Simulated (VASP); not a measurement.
Runs of VASP 6.6.1 on In. The structure is that of space group Fm-3m (No. 225), or close to it. The cells are those of the table. 

| cell | further INCAR settings | gap on the mesh (eV) | pressure (GPa) |
| --- | --- | --- | --- |
| a = 3.452 Å, angles 121.9, 121.9, 86.7°, 1 atom | ALGO = Fast; EDIFF = 1e-06; NBANDS = 12 | none | -0.8 |
| a = 3.425 Å, angles 121.4, 121.4, 87.5°, 1 atom | ALGO = Fast; EDIFF = 1e-06; NBANDS = 12 | none | -0.3 |
| a = 3.479 Å, angles 122.4, 122.4, 85.8°, 1 atom | ALGO = Fast; EDIFF = 1e-07; NBANDS = 12 | none | -1.3 |
| a = 3.324 Å, angles 121.4, 121.4, 87.6°, 1 atom | ALGO = Fast; EDIFF = 1e-07; NBANDS = 12 | none | 3.5 |
| a = 3.327 Å, angles 122.4, 122.4, 85.8°, 1 atom | ALGO = Fast; EDIFF = 1e-06; NBANDS = 12 | none | (b) |
| a = 3.276 Å, angles 122.4, 122.4, 85.8°, 1 atom | ALGO = Fast; EDIFF = 1e-07; NBANDS = 12 | none | (a) |
| a = 3.300 Å, angles 121.9, 121.9, 86.7°, 1 atom | ALGO = Fast; EDIFF = 1e-06; NBANDS = 12 | none | 5.2 |
| a = 3.398 Å, angles 120.9, 120.9, 88.4°, 1 atom | ALGO = Fast; EDIFF = 1e-06; NBANDS = 12 | none | (c) |

Alike in all rows: task single point; level PBE; potentials or basis VASP PAW PBE potentials, release 64 (In_d); no spin polarisation; k mesh 20 × 20 × 20; cutoff (eV) 520; smearing gaussian 0.15 eV.

Estimate the missing entries.

(a) 7.2; (b) 4.3; (c) 0.2.

Caveats: spin-orbit coupling is left out, which moves the levels of the heavy elements.

A k mesh can miss the band edges, and the runs leave out spin-orbit coupling on In.

A gap of «none» marks levels without a gap at the run's occupations.
